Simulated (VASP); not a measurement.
Here is a VASP 6.6.1 calculation.

Contents of INCAR:

```
SYSTEM = Pt
  PREC = Accurate
  ENCUT = 520
  EDIFF = 1E-6
  ISMEAR = -1
  SIGMA = 0.1
  LREAL = .False.
  LASPH = .True.
  NELM = 80
  ALGO = Normal
  ISIF = 2
  LWAVE = .False.
  LCHARG = .False.
  GGA = RE
  NBANDS = 28
```

KPOINTS

```
Automatic mesh
0
Gamma
  15 15 4
  0 0 0
```

Contents of POSCAR:

```
Pt
1.0
    2.9099866614      0.0000000000      0.0000000000
   -1.4549933307      2.5201223735      0.0000000000
    0.0000000000      0.0000000000      9.7188893106
Pt
4
Direct
    1.0000000000      1.0000000000      0.0000000000
    1.0000000000      1.0000000000      0.5000000000
    0.3333333333      0.6666666667      0.2500000000
    0.6666666667      0.3333333333      0.7500000000
```

Potentials or basis: VASP PAW PBE potentials, release 64 (Pt).

The run is started by

```console
$ cat potpaw_PBE.64/Pt/POTCAR > POTCAR
$ mpirun -np 1 vasp_std > vasp.out
```

Estimate the band gap on the k mesh.

zero (band 20 reaches 8.67 eV, above the bottom of band 21 at 7.66 eV).

Estimate the pressure.

-19.3 GPa.

Stress tensor (GPa, compression positive):
```
-19.66   0.00   0.00
  0.00 -19.66   0.00
  0.00   0.00 -18.67
```

Caveat: the PAW data sets were made with another functional, which shifts forces and pressure a little; spin-orbit coupling is left out, which moves the levels of the heavy elements.
